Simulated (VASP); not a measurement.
# Na (P6_3/mmc) in VASP: further runs, part 2 of 2

VASP 6.6.1. The steps go on from the part before.

### 3 Single point, r2SCAN

The input, POSCAR:

```
Na
1.0
    3.7670000000      0.0000000000      0.0000000000
   -1.8835000000      3.2623176961      0.0000000000
    0.0000000000      0.0000000000      6.1540000000
Na
2
Direct
    0.3333333333      0.6666666667      0.2500000000
    0.6666666667      0.3333333333      0.7500000000
```

The input, INCAR.step1:

```
PREC = Accurate
ENCUT = 520
ISMEAR = -1
SIGMA = 0.08
LREAL = F
LASPH = T
NELM = 100
NBANDS = 14
GGA = PE
ALGO = Normal
EDIFF = 1E-4
LWAVE = T
LCHARG = F
```

The input, INCAR.step2:

```
PREC = Accurate
ENCUT = 520
EDIFF = 1E-6
ISMEAR = -1
SIGMA = 0.08
LREAL = F
LASPH = T
NELM = 100
ALGO = Normal
ISIF = 2
LWAVE = F
LCHARG = F
METAGGA = R2SCAN
LMIXTAU = T
NBANDS = 14
ISTART = 1
```

The input, KPOINTS:

```
regular mesh
0
Gamma
  14 14 8
```

Potentials or basis: VASP PAW PBE potentials, release 64 (Na_pv).

Started as:

```
$ cat potpaw_PBE.64/Na_pv/POTCAR > POTCAR
$ cp INCAR.step1 INCAR
$ mpirun -np 1 vasp_std > vasp.out
$ cp INCAR.step2 INCAR
$ mpirun -np 1 vasp_std > vasp.out
```

OUTCAR:

```text
PREC = Accurate
   ENCUT = 520
   EDIFF = 1E-6
   ISMEAR = -1
   LREAL = F
   LASPH = T
   NELM = 100
   ISIF = 2
   METAGGA = R2SCAN
   ISTART = 1

 ion  position               nearest neighbor table
   1  0.333  0.667  0.250-
   2  0.667  0.333  0.750-

  LATTYP: Found a hexagonal cell.
 ALAT       =     3.7670000000
 C/A-ratio  =     1.6336607380

  Lattice vectors:

 A1 = (   3.7670000000,   0.0000000000,   0.0000000000)
 A2 = (  -1.8835000000,   3.2623176961,   0.0000000000)
 A3 = (   0.0000000000,   0.0000000000,   6.1540000000)

Analysis of symmetry for initial positions (statically):
=====================================================================
 Subroutine PRICEL returns:
 Original cell was already a primitive cell.

 Routine SETGRP: Setting up the symmetry group for a
 hexagonal supercell.

 Subroutine GETGRP returns: Found 24 space group operations
 (whereof 12 operations were pure point group operations)
 out of a pool of 24 trial point group operations.

The static configuration has the point symmetry D_3d.
 The point group associated with its full space group is D_6h.

Analysis of symmetry for dynamics (positions and initial velocities):
=====================================================================
 Subroutine PRICEL returns:
 Original cell was already a primitive cell.

 Routine SETGRP: Setting up the symmetry group for a
 hexagonal supercell.

 Subroutine GETGRP returns: Found 24 space group operations
 (whereof 12 operations were pure point group operations)
 out of a pool of 24 trial point group operations.

The dynamic configuration has the point symmetry D_3d.
 The point group associated with its full space group is D_6h.

 Subroutine INISYM returns: Found 24 space group operations
 (whereof 12 operations are pure point group operations),
 and found     1 'primitive' translations

----------------------------------------------------------------------------------------
[... 121 lines left out ...]
   IVDW    =     0    specifies the selected vdW correction
   LEPSILON=     F    determine dielectric tensor
   LRPA    =     F    only Hartree local field effects (RPA)
 non-spin polarized calculation
  energy-cutoff  :      520.00
  volume of cell :       75.63
 maximum number of plane-waves:      2052
 NGX is ok and might be reduce to    28
   NGX = 13   NGY = 13   NGZ = 23

 number of electron      14.0000011 magnetization

 Free energy of the ion-electron system (eV)
  ---------------------------------------------------
  ext. energy  EPLUGINS =         0.00000000
  ---------------------------------------------------
  free energy    TOTEN  =        -7.11751452 eV

  energy without entropy =       -7.09889566  energy(sigma->0) =       -7.10820509

 E-fermi :   0.2864     XC(G=0):  -6.8633

 val. band max:        0.2344556969   @ k =   0.2143   0.0714   0.2500
 cond. band min:       0.2908921741   @ k =   0.2857   0.2143   0.3750
 fundamental gap:      0.0564364772
 Fermi energy:         0.2863960337

 k-point     1 :       0.0000    0.0000    0.0000
  band No.  band energies     occupation
      1     -25.7656      2.00000
      2     -25.7373      2.00000
      3     -25.7371      2.00000
      4     -25.7327      2.00000
      5     -25.7325      2.00000
      6     -25.7324      2.00000
      7      -3.1569      2.00000
      8       0.7865      0.00385
      9       1.4397      0.00000
     10      10.8279      0.00000
     11      10.8281      0.00000
     12      11.3188      0.00000
     13      11.3314      0.00000
     14      11.3314      0.00000
[... 377 lines left out ...]
      1     -25.7578      2.00000
      2     -25.7528      2.00000
      3     -25.7522      2.00000
      4     -25.7467      2.00000
      5     -25.7464      2.00000
      6     -25.7438      2.00000
      7       1.3547      0.00000
      8       1.6186      0.00000
      9       2.5073      0.00000
     10       5.1946      0.00000
     11       5.2242      0.00000
     12       5.6434      0.00000
     13       6.2317      0.00000
     14       7.1693      0.00000

 [... further k-points ...]

------------------------ aborting loop because EDIFF is reached ----------------------------------------

  FORCE on cell =-STRESS in cart. coord.  units (eV):
  Direction    XX          YY          ZZ          XY          YZ          ZX
  --------------------------------------------------------------------------------------
  -------------------------------------------------------------------------------------
  Total        0.0150593      0.0150593      0.0145144      0.0000000      0.0000000      0.0000000
  in kB        0.3190338      0.3190338      0.3074892      0.0000000      0.0000000      0.0000000
  external PRESSURE =       0.3151856 kB  Pullay stress =       0.0000000 kB

 VOLUME and BASIS-vectors are now :
 -----------------------------------------------------------------------------
  energy-cutoff  :      520.00
  volume of cell :       75.63
      direct lattice vectors                 reciprocal lattice vectors
     3.767000000  0.000000000  0.000000000     0.265463233  0.153265269  0.000000000
    -1.883500000  3.262317696  0.000000000     0.000000000  0.306530538  0.000000000
     0.000000000  0.000000000  6.154000000     0.000000000  0.000000000  0.162495938

 POSITION                                       TOTAL-FORCE (eV/Angst)
 -----------------------------------------------------------------------------------
     -0.00000      2.17488      1.53850        -0.000000      0.000000      0.000000
      1.88350      1.08744      4.61550         0.000000      0.000000      0.000000
 -----------------------------------------------------------------------------------
    total drift:                                0.000000     -0.000000      0.000000

  FREE ENERGIE OF THE ION-ELECTRON SYSTEM (eV)
  ---------------------------------------------------
  free  energy   TOTEN  =        -7.1175145241 eV

  energy  without entropy=       -7.0988956633  energy(sigma->0) =       -7.10820509
```

OUTCAR.step1:

```text
PREC = Accurate
   ENCUT = 520
   ISMEAR = -1
   LREAL = F
   LASPH = T
   NELM = 100
[... 630 lines left out ...]
 -----------------------------------------------------------------------------------
     -0.00000      2.17488      1.53850        -0.000000      0.000000      0.000000
      1.88350      1.08744      4.61550         0.000000     -0.000000      0.000000
 -----------------------------------------------------------------------------------
    total drift:                                0.000000     -0.000000      0.000000

  FREE ENERGIE OF THE ION-ELECTRON SYSTEM (eV)
  ---------------------------------------------------
  free  energy   TOTEN  =        -2.6338026738 eV

  energy  without entropy=       -2.6142421063  energy(sigma->0) =       -2.62402239
```

Wall time 2.3 min (1 thread of Intel Xeon 6975P-C (Granite Rapids), shared host); peak memory 0.24 GiB.

What came out:

| Quantity | Value |
| --- | --- |
| Free energy | -7.1175 eV |
| Pressure | 0.0 GPa |
| Band gap on the k mesh | zero (bands 7 and 8 overlap by 4.26 eV) |

Caveat: the PAW data sets were made with another functional, which shifts forces and pressure a little.
